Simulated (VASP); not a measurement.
Set up this calculation in VASP 6.6.1, as the native input.

- Task: single point
- Functional: LDA
- Potentials or basis: VASP PAW LDA potentials, release 64 (Ta_pv)
- Cutoff: 520 eV
- k mesh: 11 × 11 × 6
- Occupations: fermi-dirac, width 0.05 eV
- Spin: collinear spin, ferromagnetic start
- Starting moments: [0.8, 0.8] μB
- Fixed moment: 1.6 μB
- Dipole correction: no
- Further INCAR settings: ALGO = Normal; EDIFF = 1e-06; NBANDS = 22

The structure of Ta lies in POSCAR:

```
Ta
1.0
    2.9003720726      0.0000000000      0.0000000000
   -1.4501860363      2.5117958953      0.0000000000
    0.0000000000      0.0000000000      5.1662740000
Ta
2
Direct
    0.6666666667      0.3333333333      0.7500000000
    0.3333333333      0.6666666667      0.2500000000
```

One way to write it, as run:

INCAR

```
SYSTEM = Ta
PREC = Accurate
ENCUT = 520
EDIFF = 1E-6
ISMEAR = -1
SIGMA = 0.05
LREAL = .FALSE.
LASPH = .TRUE.
NELM = 150
ALGO = Normal
ISIF = 2
LWAVE = .FALSE.
LCHARG = .TRUE.
ISPIN = 2
MAGMOM = 0.8 0.8
LORBIT = 11
NUPDOWN = 1.6
LMAXMIX = 4
LELF = .TRUE.
LVHAR = .TRUE.
NBANDS = 22
```

KPOINTS

```
regular mesh
0
G
  11 11 6
  0 0 0
```

Potentials or basis: VASP PAW LDA potentials, release 64 (Ta_pv).

Run with:

```bash
$ cat potpaw_LDA.64/Ta_pv/POTCAR > POTCAR
$ mpirun -np 1 vasp_std > vasp.out
```

Results of the run:

The pressure is -8.7 GPa and the net moment is 1.60 μB per cell. The site moments are Ta +0.53 μB. The valence electrons inside the program's atomic spheres are Ta 8.89.

Caveat: the total moment is fixed, so each spin has its own Fermi level.

Run time: 96 s on 1 thread of Intel Xeon 6975P-C (shared host), peak memory 0.2 GiB.
